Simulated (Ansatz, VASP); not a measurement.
## CdS in VASP and in Ansatz

INCAR

```
SYSTEM = CdS
PREC     = Accurate       ! precision mode
ENCUT    = 500            ! plane-wave cutoff, eV
EDIFF    = 1E-6           ! SCF threshold, eV
ISMEAR   = 0              ! smearing method
SIGMA    = 0.01           ! smearing width, eV
LREAL    = .FALSE.        ! projectors in reciprocal space
LASPH    = .TRUE.         ! aspherical terms in the spheres
NELM     = 120            ! most SCF steps
ALGO     = Normal         ! electronic algorithm
ISIF     = 2              ! what is computed and relaxed
LWAVE    = .FALSE.        ! write WAVECAR
LCHARG   = .FALSE.        ! write CHGCAR
GGA      = PE             ! functional
NBANDS   = 26             ! bands
GGA_COMPAT= .FALSE.
```

The input KPOINTS:

```
regular mesh
0
G
  4 4 2
  0 0 0
```

Contents of POSCAR:

```
CdS
1.0
    4.1465700000     -0.0383400000      0.0088800000
   -2.1064900000      3.6102900000      0.0157900000
    0.0144200000      0.0379300000      6.6997500000
Cd S
2 2
Direct
    0.3356000000      0.6513100000      0.0098000000
    0.6353900000      0.3258200000      0.4968700000
    0.3943400000      0.6938500000      0.3849000000
    0.6800500000      0.3472600000      0.8919100000
```

Input for Ansatz:

```yaml
crystal:
  lattice:
    - [4.14657, -0.03834, 0.00888]
    - [-2.10649, 3.61029, 0.01579]
    - [0.01442, 0.03793, 6.69975]
  atoms:
    - { symbol: Cd, position: [0.3356, 0.65131, 0.0098] }
    - { symbol: Cd, position: [0.63539, 0.32582, 0.49687] }
    - { symbol: S, position: [0.39434, 0.69385, 0.3849] }
    - { symbol: S, position: [0.68005, 0.34726, 0.89191] }
basis:
  ecutwfc: 540.0
  xc_grid: 2
kpoints:
  mp_grid:
    grid: [4, 4, 2]
hamiltonian:
  xc: pbe
scf:
  convergence:
    dr2_threshold: 1.0e-09
  occupations:
    method: fixed
output:
  forces: true
  stress: true
```

Alike in both runs: task single point; functional PBE; k mesh 4 × 4 × 2; no spin polarisation.

|  | VASP | Ansatz |
| --- | --- | --- |
| version | VASP 6.6.1 | Ansatz 0.2.0 |
| potentials or method | VASP PAW PBE potentials, release 64 (Cd, S), cutoff 500 eV | plane waves, PAW |
| occupations | gaussian, width 0.01 eV | fixed |
| valence electrons in the cell | 36 | 52 |

|  | VASP | Ansatz | Ansatz less VASP |
| --- | --- | --- | --- |
| pressure (GPa) | 4.1 | 3.7 | -0.38 |
| traceless stress, the component that is largest in VASP (GPa) | -2.80 | -2.68 | +0.113 |
| rms of the force components (eV/Å) | 0.634 | 0.617 | -0.0176 |

Atom by atom the forces differ by 0.018 eV/Å (rms over components). VASP's potentials hold 36 valence electrons a cell and Ansatz's 52, so a difference there can come from the potentials and not from the codes. Ansatz's warnings: stress scf threshold loose.

The k mesh is coarse, so the values compare programs but aren't converged.
